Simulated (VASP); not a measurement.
# Zr8HS16 (a cell with a defect): single point with PBE

Zr8HS16 (a cell with a defect):

```
Zr S H
1.0
     0.00000    6.38297   -6.75791
     0.00000    6.38297    6.75791
     7.37042   -6.38297    0.00000
Zr S H
8 16 1
Cartesian
  0.0001 -0.1235 -0.1007
  5.4205 -3.1083 -0.1238
  3.6606 0.0303 0.0051
  1.9504 3.2753 -0.1221
  -0.0001 6.3699 -0.0127
  5.5397 3.1592 0.0692
  3.7099 6.4133 0.0051
  1.8314 9.5423 0.0675
  1.8462 7.4589 -1.4395
  -0.0002 10.5640 -1.4641
  5.5578 1.0842 5.3079
  3.6093 4.2863 5.2802
  1.8128 1.0851 -1.4491
  0.0005 4.2365 -1.4665
  5.5244 1.0764 -1.4390
  3.7615 4.2857 -1.4766
  -0.0004 2.1446 1.3768
  5.5105 -1.0779 1.4185
  3.6520 2.1502 1.4476
  1.8601 5.3057 1.4191
  0.0007 8.4761 1.4899
  5.5561 5.3368 1.4423
  3.7186 2.1505 -5.3111
  1.8148 5.3362 -5.3160
  -0.0039 8.5387 -4.0243
```

- Program: VASP 6.6.1
- Task: single point
- Functional: PBE
- Potentials or basis: VASP PAW PBE potentials, release 64 (Zr_sv, S, H)
- Cutoff: 400 eV
- k mesh: 2 × 2 × 2, shifted
- Occupations: gaussian, width 0.02 eV
- Spin: no spin polarisation
- Dipole correction: no
- Charge: 1
- Further INCAR settings: ALGO = Normal; EDIFF = 1e-06; NBANDS = 114; NELECT = 192.0

The largest force is 0.055 eV/Å.

Forces in eV/Å, atoms in the order of the input:
```
Zr   0.001 -0.007 -0.002
Zr  -0.006  0.004 -0.001
Zr  -0.001  0.000 -0.001
Zr   0.007  0.001 -0.002
Zr   0.000  0.001  0.002
Zr   0.001  0.000 -0.002
Zr   0.001 -0.001 -0.001
Zr  -0.002  0.000 -0.001
S    0.000  0.001 -0.010
S   -0.001  0.001 -0.009
S   -0.002  0.000 -0.011
S    0.000  0.000 -0.009
S    0.000 -0.001 -0.010
S    0.000  0.001 -0.012
S    0.000  0.001 -0.010
S   -0.001  0.001 -0.009
S    0.000 -0.001  0.055
S    0.000 -0.001  0.010
S   -0.001  0.001  0.012
S    0.000  0.000  0.010
S   -0.001 -0.001  0.011
S   -0.001  0.000  0.011
S    0.003  0.001  0.010
S    0.000  0.000  0.010
H    0.001  0.001 -0.040
```

Levels at points of the mesh, in eV from the Fermi level:
```tsv
k point	band 94	band 95	band 96	band 97	band 98	band 99
(0.25, 0.25, 0.25)	-0.26	-0.23	-0.16	1.44	1.72	1.73
```

It took 5.4 min on 1 thread of Intel(R) Xeon(R) 6975P-C (Granite Rapids) (shared host), peak memory 0.66 GiB.

Caveat: the cell carries a net charge on a neutralising background, which shifts energy and pressure; the cell is charged against a uniform background, so pressure and absolute levels hang on convention.
